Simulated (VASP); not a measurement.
Here is a VASP 6.6.1 calculation.

Contents of INCAR:

```
  ALGO = Normal
  EDIFF = 1E-6
  ENCUT = 520
  GGA = PE
  ISIF = 2
  ISMEAR = 0
  LASPH = True
  LCHARG = False
  LREAL = False
  LWAVE = False
  NBANDS = 18
  NELM = 80
  PREC = Accurate
  SIGMA = 0.15
```

File KPOINTS:

```
k-points
0
Gamma
  12 12 12
```

File POSCAR:

```
BiTe
1.0
    2.5438431614      1.4686885340      3.1514273568
   -2.5438431614      1.4686885340      3.1514273568
    0.0000000000     -2.9373770681      3.1514273568
Bi Te
1 1
Direct
    0.5000000000      0.5000000000      0.5000000000
    0.0000000000      0.0000000000      0.0000000000
```

Potentials or basis: VASP PAW PBE potentials, release 64 (Bi_d, Te).

The run is started by

```bash
$ cat potpaw_PBE.64/Bi_d/POTCAR potpaw_PBE.64/Te/POTCAR > POTCAR
$ mpirun -np 1 vasp_std > vasp.out
```

(1) Estimate the band gap on the k mesh.

(2) Estimate the pressure.

Answers

(1) zero (an odd number of electrons rules out a gap without spin polarisation).

(2) -3.0 GPa.

Caveat: the cell differs from its parent crystal (strain +0.050 along x and y, -0.050 along z); spin-orbit coupling is left out, which moves the levels of the heavy elements.
